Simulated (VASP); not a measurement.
Input of a VASP 6.6.1 run:

File POSCAR:

```
Si2W
1.0
   -1.6056373963      1.6056373963      3.9023992160
    1.6056373963     -1.6056373963      3.9023992160
    1.6056373963      1.6056373963     -3.9023992160
Si W
2 1
Direct
    0.3348207361      0.3348207361      0.0000000000
    0.6651792639      0.6651792639      0.0000000000
    0.0000000000      0.0000000000      0.0000000000
```

INCAR.step1

```
PREC     = Accurate       # precision mode
ENCUT    = 520            # plane-wave cutoff, eV
ISMEAR   = 0              # smearing method
SIGMA    = 0.1            # smearing width, eV
LREAL    = F              # projectors in reciprocal space
LASPH    = T              # aspherical terms in the spheres
NELM     = 80             # most SCF steps
NBANDS   = 18             # bands
GGA      = PE             # functional
ALGO     = Normal         # electronic algorithm
EDIFF    = 1E-4           # SCF threshold, eV
LWAVE    = T              # write WAVECAR
LCHARG   = F              # write CHGCAR
```

INCAR.step2

```
PREC     = Accurate       # precision mode
ENCUT    = 520            # plane-wave cutoff, eV
EDIFF    = 1E-6           # SCF threshold, eV
ISMEAR   = 0              # smearing method
SIGMA    = 0.1            # smearing width, eV
LREAL    = F              # projectors in reciprocal space
LASPH    = T              # aspherical terms in the spheres
NELM     = 80             # most SCF steps
ALGO     = Normal         # electronic algorithm
ISIF     = 2              # what is computed and relaxed
LWAVE    = F              # write WAVECAR
LCHARG   = T              # write CHGCAR
METAGGA  = R2SCAN         # meta-GGA
LMIXTAU  = T            
LELF     = T              # ELF
LVHAR    = T            
NBANDS   = 18             # bands
ISTART   = 1
```

Contents of KPOINTS:

```
regular mesh
0
Gamma
  18 18 18
```

Potentials or basis: VASP PAW PBE potentials, release 64 (Si, W_sv).

Launch:

```console
$ cat potpaw_PBE.64/Si/POTCAR potpaw_PBE.64/W_sv/POTCAR > POTCAR
$ cp INCAR.step1 INCAR
$ mpirun -np 1 vasp_std > vasp.out
$ cp INCAR.step2 INCAR
$ mpirun -np 1 vasp_std > vasp.out
```

**Question.** Predict the pressure.

**Answer.** 0.3 GPa.

**Question.** What does it give for the band gap on the k mesh?

**Answer.** Zero (band 11 reaches 12.72 eV, above the bottom of band 12 at 11.42 eV).

**Question.** Estimate the largest force.

**Answer.** 0.008 eV/Å.

Stress tensor (GPa, compression positive):
```
0.36 0.00 0.00
0.00 0.36 0.00
0.00 0.00 0.07
```

Caveat: the PAW data sets were made with another functional, which shifts forces and pressure a little; spin-orbit coupling is left out, which moves the levels of the heavy elements.
